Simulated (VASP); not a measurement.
# Al7P8 (a cell with a defect) in VASP: further runs, part 2 of 2

VASP 6.6.1. Earlier steps stand in the parts before.

### 4 Single point, PBE

INCAR

```
SYSTEM = Al7P8
PREC     = Accurate       ! precision mode
ENCUT    = 520            ! plane-wave cutoff, eV
EDIFF    = 1E-7           ! SCF threshold, eV
ISMEAR   = 0              ! smearing method
SIGMA    = 0.05           ! smearing width, eV
LREAL    = Auto         
LASPH    = .True.         ! aspherical terms in the spheres
NELM     = 100            ! most SCF steps
ALGO     = Normal         ! electronic algorithm
ISIF     = 2              ! what is computed and relaxed
LWAVE    = .False.        ! write WAVECAR
LCHARG   = .True.         ! write CHGCAR
GGA      = PE             ! functional
LELF     = .True.         ! ELF
LVHAR    = .True.       
NELECT   = 64.0         
NBANDS   = 44             ! bands
```

KPOINTS

```
Automatic mesh
0
Gamma
  4 4 4
  0 0 0
```

POSCAR

```
Al7P8
1.0
   -5.5068011416      5.5068011416      0.0000000000
   -5.5068011416      0.0000000000      5.5068011416
    0.0000000000      5.5068011416      5.5068011416
Al P
7 8
Direct
   -0.3666884727      0.4854634172     -0.0145366607
    0.4622690078      0.0230851808      0.0206825155
    0.4622690078      0.5206825934      0.5230850771
    0.0284643473     -0.0496056591      0.0115890330
    0.0284644381      0.5115890201      0.4503943281
    0.5015598764      0.0013918244      0.5013917207
   -0.0020448351     -0.0096813919      0.4903186860
    0.6224264163      0.6584849183      0.1584850220
    0.1827792532      0.5884675907      0.0884675127
    0.6454722821      0.1254958155      0.1212118402
    0.6454721913      0.6212118273      0.6254959842
    0.0902263378      0.1471908063      0.1195380917
    0.0902263378      0.6195379881      0.6471908842
    0.6101709347      0.1365193659      0.6365192622
    0.1239329299      0.1201666781      0.6201665744
```

Potentials or basis: VASP PAW PBE potentials, release 64 (Al, P).

Run with:

```sh
$ cat potpaw_PBE.64/Al/POTCAR potpaw_PBE.64/P/POTCAR > POTCAR
$ mpirun -np 1 vasp_std > vasp.out
```

OUTCAR:

```text
SYSTEM = Al7P8
   PREC = Accurate
   ENCUT = 520
   EDIFF = 1E-7
   ISMEAR = 0
   LREAL = Auto
   LASPH = .True.
   NELM = 100
   ISIF = 2
   GGA = PE
   NELECT = 64.0

 ion  position               nearest neighbor table
   1  0.633  0.485  0.985-   8 2.29  11 2.42  10 2.42   9 2.93
   2  0.462  0.023  0.021-   8 2.35  12 2.37  14 2.45  10 2.48
   3  0.462  0.521  0.523-   8 2.35  13 2.37  14 2.45  11 2.48
   4  0.028  0.950  0.012-   9 2.32  12 2.39  10 2.46  15 2.51
   5  0.028  0.512  0.450-   9 2.32  13 2.39  11 2.46  15 2.51
   6  0.502  0.001  0.501-  15 2.40  14 2.41  10 2.42  11 2.42
   7  0.998  0.990  0.490-  12 2.37  13 2.37  15 2.45  14 2.48
   8  0.622  0.658  0.158-   1 2.29   3 2.35   2 2.35
   9  0.183  0.588  0.088-   4 2.32   5 2.32   1 2.93
  10  0.645  0.125  0.121-   1 2.42   6 2.42   4 2.46   2 2.48
  11  0.645  0.621  0.625-   1 2.42   6 2.42   5 2.46   3 2.48
  12  0.090  0.147  0.120-   7 2.37   2 2.37   4 2.39
  13  0.090  0.620  0.647-   7 2.37   3 2.37   5 2.39
  14  0.610  0.137  0.637-   6 2.41   3 2.45   2 2.45   7 2.48
  15  0.124  0.120  0.620-   6 2.40   7 2.45   5 2.51   4 2.51

  LATTYP: Found a face centered cubic cell.
 ALAT       =    11.0136022832

  Lattice vectors:

 A1 = (  -5.5068011416,   5.5068011416,   0.0000000000)
 A2 = (  -5.5068011416,   0.0000000000,   5.5068011416)
 A3 = (   0.0000000000,   5.5068011416,   5.5068011416)

Analysis of symmetry for initial positions (statically):
[... 5 lines left out ...]
 face centered cubic supercell.

 Subroutine GETGRP returns: Found  2 space group operations
 (whereof  1 operations were pure point group operations)
 out of a pool of 48 trial point group operations.

The static configuration has the point symmetry C_1 .
 The point group associated with its full space group is C_1h.

[... 168 lines left out ...]
   LRPA    =     F    only Hartree local field effects (RPA)
 non-spin polarized calculation
 Gauss-broadening in eV      SIGMA  =   0.05
  energy-cutoff  :      520.00
  volume of cell :      333.99
 maximum number of plane-waves:      9089
 NGX is ok and might be reduce to    60
   NGX = 29   NGY = 29   NGZ = 29

 number of electron      64.0000000 magnetization

 Free energy of the ion-electron system (eV)
  ---------------------------------------------------
  ext. energy  EPLUGINS =         0.00000000
  ---------------------------------------------------
  free energy    TOTEN  =       -60.53418866 eV

  energy without entropy =      -60.53408850  energy(sigma->0) =      -60.53413858

 E-fermi :   4.9491     XC(G=0):  -9.1157

 val. band max:        4.8584132936   @ k =   0.0000  -0.2500   0.2500
 cond. band min:       5.0245337997   @ k =   0.0000   0.0000   0.0000
 fundamental gap:      0.1661205061
 Fermi energy:         4.9490502398

 k-point     1 :       0.0000    0.0000    0.0000
  band No.  band energies     occupation
      1      -7.5374      2.00000
      2      -6.0604      2.00000
      3      -6.0124      2.00000
      4      -5.9269      2.00000
      5      -5.5154      2.00000
      6      -5.1045      2.00000
[... 1117 lines left out ...]
     43       8.4999      0.00000
     44       8.6806      0.00000

------------------------ aborting loop because EDIFF is reached ----------------------------------------

  FORCE on cell =-STRESS in cart. coord.  units (eV):
  Direction    XX          YY          ZZ          XY          YZ          ZX
  --------------------------------------------------------------------------------------
  -------------------------------------------------------------------------------------
  Total       18.8201057     18.8201057     20.5918605      1.1883321      0.6527867     -0.6527867
  in kB       90.2826842     90.2826842     98.7820403      5.7005954      3.1315092     -3.1315092
  external PRESSURE =      93.1158029 kB  Pullay stress =       0.0000000 kB

 VOLUME and BASIS-vectors are now :
 -----------------------------------------------------------------------------
  energy-cutoff  :      520.00
  volume of cell :      333.99
      direct lattice vectors                 reciprocal lattice vectors
    -5.506801142  5.506801142  0.000000000    -0.090796814  0.090796814 -0.090796814
    -5.506801142  0.000000000  5.506801142    -0.090796814 -0.090796814  0.090796814
     0.000000000  5.506801142  5.506801142     0.090796814  0.090796814  0.090796814

 POSITION                                       TOTAL-FORCE (eV/Angst)
 -----------------------------------------------------------------------------------
     -6.16087      8.91427      8.10010         1.062580     -1.062580      0.492980
     -2.67275      2.65952      0.24102         0.114206     -0.050905     -0.049239
     -5.41292      5.42615      5.74782         0.050905     -0.114206     -0.049239
     -5.39038      0.22057      5.29745        -0.173851      0.130377      0.005053
     -2.97397      2.63698      5.29745        -0.130377      0.173851      0.005053
     -2.76966      5.52305      2.76873        -0.016686      0.016686      0.078551
    -10.94903      8.19563      8.15358        -0.033775      0.033775     -0.129173
     -7.05372      4.30032      4.49889        -0.451255      0.451255     -0.100679
     -4.24710      1.49370      3.72775        -0.270961      0.270961     -0.023792
     -4.24557      4.22198      1.35857         0.093475      0.068447     -0.128182
     -6.97538      6.99897      6.86537        -0.068447     -0.093475     -0.128182
     -1.30741      1.15513      1.46882        -0.085879      0.045709      0.034776
     -3.90853      4.06081      6.97562        -0.045709      0.085879      0.034776
     -4.11187      6.86527      4.25697        -0.031218      0.031218     -0.020869
     -1.34421      4.09761      4.07687        -0.013008      0.013008     -0.021834
 -----------------------------------------------------------------------------------
    total drift:                                0.006418     -0.006706      0.005191

  FREE ENERGIE OF THE ION-ELECTRON SYSTEM (eV)
  ---------------------------------------------------
  free  energy   TOTEN  =       -60.5341886642 eV

  energy  without entropy=      -60.5340885021  energy(sigma->0) =      -60.53413858
```

It took 14 min on 1 thread of AMD EPYC 9R45 (Zen 5), shared host; peak memory 0.54 GiB.

Results:

- Free energy: -60.5342 eV
- Largest force: 1.582 eV/Å

Forces on the atoms (eV/Å):
```
Al   1.063 -1.063  0.493
Al   0.114 -0.051 -0.049
Al   0.051 -0.114 -0.049
Al  -0.174  0.130  0.005
Al  -0.130  0.174  0.005
Al  -0.017  0.017  0.079
Al  -0.034  0.034 -0.129
P   -0.451  0.451 -0.101
P   -0.271  0.271 -0.024
P    0.093  0.068 -0.128
P   -0.068 -0.093 -0.128
P   -0.086  0.046  0.035
P   -0.046  0.086  0.035
P   -0.031  0.031 -0.021
P   -0.013  0.013 -0.022
```

Levels at points of the mesh, in eV from the Fermi level:
```
           k point  band 29  band 30  band 31  band 32  band 33  band 34  band 35  band 36
(0.00, 0.00, 0.00)    -1.11    -0.51    -0.45    -0.14     0.08     0.47     0.73     1.01
(0.50, 0.00, 0.00)    -1.72    -1.49    -0.53    -0.32     0.73     1.41     1.46     1.60
(0.00, 0.50, 0.00)    -1.59    -1.49    -0.67    -0.12     1.02     1.17     1.29     1.52
(0.50, 0.50, 0.50)    -1.41    -0.88    -0.60    -0.55     1.00     1.40     1.46     1.46
(0.50, 0.50, 0.00)    -1.85    -1.38    -0.79    -0.60     1.51     1.62     2.07     2.27
(0.00, 0.50, 0.50)    -1.81    -1.69    -0.82    -0.27     1.47     1.48     2.10     2.11
```

Caveat: the cell carries a net charge on a neutralising background, which shifts energy and pressure; the cell is charged against a uniform background, so pressure and absolute levels hang on convention.
